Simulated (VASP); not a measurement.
Wanted: the native input for a VASP 6.6.1 run.

```
Task                   : single point
Functional             : LDA
Potentials or basis    : VASP PAW LDA potentials, release 64 (Ca_sv, Sb, P)
Cutoff                 : 520 eV
k mesh                 : 6 × 6 × 6
Occupations            : gaussian, width 0.05 eV
Spin                   : no spin polarisation
Dipole correction      : no
Further INCAR settings : ALGO = Normal; EDIFF = 1e-06; NBANDS = 28
```

The structure of Ca3SbP lies in POSCAR:

```
Ca3SbP
1.0
    5.3829083819      0.0000000000      0.0000000000
    0.0000000000      5.3829083819      0.0000000000
    0.0000000000      0.0000000000      5.3829083819
Ca Sb P
3 1 1
Direct
   -0.0086120789      0.5000000000      0.5000000000
    0.4657248486      0.0000000000      0.5000000000
    0.4657248486      0.5000000000      0.0000000000
    0.0263291015      0.0000000000      0.0000000000
    0.4963415017      0.5000000000      0.5000000000
```

This cell differs from its parent crystal: atoms displaced along a vibrational mode, the cell strained.

These files were run (other wordings do the same):

INCAR

```
PREC     = Accurate       # precision mode
ENCUT    = 520            # plane-wave cutoff, eV
EDIFF    = 1E-6           # SCF threshold, eV
ISMEAR   = 0              # smearing method
SIGMA    = 0.05           # smearing width, eV
LREAL    = False          # projectors in reciprocal space
LASPH    = True           # aspherical terms in the spheres
NELM     = 80             # most SCF steps
ALGO     = Normal         # electronic algorithm
ISIF     = 2              # what is computed and relaxed
LWAVE    = False          # write WAVECAR
LCHARG   = False          # write CHGCAR
GGA      = CA             # functional
NBANDS   = 28             # bands
```

KPOINTS

```
regular mesh
0
Gamma
  6 6 6
```

Potentials or basis: VASP PAW LDA potentials, release 64 (Ca_sv, Sb, P).

Command:

```sh
$ cat potpaw_LDA.64/Ca_sv/POTCAR potpaw_LDA.64/Sb/POTCAR potpaw_LDA.64/P/POTCAR > POTCAR
$ mpirun -np 1 vasp_std > vasp.out
```

Results of the run:

* Pressure: -2.5 GPa
* Largest force: 0.111 eV/Å
* Band gap on the k mesh: 0.70 eV

Caveat: the cell differs from its parent crystal (atoms displaced along a vibrational mode, the cell strained); spin-orbit coupling is left out, which moves the levels of the heavy elements.

Wall time 3.3 min on 1 thread of Oxide Virtual Turin-like Processor (shared host), peak memory 0.28 GiB.
